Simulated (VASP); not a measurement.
Input of a VASP 6.6.1 run:

The input POSCAR:

```
NaCl
1.0
    0.0000000000      2.7940632177      2.7940632177
    2.7940632177      0.0000000000      2.7940632177
    2.7940632177      2.7940632177      0.0000000000
Cl Na
1 1
Direct
    0.5000000000      0.5000000000      0.5000000000
    0.0000000000      0.0000000000      0.0000000000
```

INCAR.step1

```
ALGO = Normal
EDIFF = 1E-5
ENCUT = 520
GGA = PE
ISIF = 2
ISMEAR = -1
LASPH = True
LCHARG = False
LREAL = False
LWAVE = True
NBANDS = 14
NELM = 60
PREC = Accurate
SIGMA = 0.05
```

File INCAR.step2:

```
AEXX = 0.5
ALGO = Normal
EDIFF = 1E-6
ENCUT = 520
ISIF = 2
ISMEAR = -1
ISTART = 1
LASPH = True
LCHARG = False
LHFCALC = True
LMIXTAU = True
LREAL = False
LWAVE = False
METAGGA = R2SCAN
NBANDS = 14
NELM = 60
PREC = Accurate
PRECFOCK = Normal
SIGMA = 0.05
```

KPOINTS

```
k-points
0
Gamma
  4 4 4
```

Potentials or basis: VASP PAW PBE potentials, release 64 (Cl, Na_pv).

Launch:

```sh
$ cat potpaw_PBE.64/Cl/POTCAR potpaw_PBE.64/Na_pv/POTCAR > POTCAR
$ cp INCAR.step1 INCAR
$ mpirun -np 1 vasp_std > vasp.out
$ cp INCAR.step2 INCAR
$ mpirun -np 1 vasp_std > vasp.out
```

Task: Predict the pressure.

Result: -0.3 GPa.

Task: Predict the band gap on the k mesh.

Result: 9.60 eV, direct.

Caveat: the k points lie up to 0.49 Å⁻¹ apart; the PAW data sets were made with another functional, which shifts forces and pressure a little.
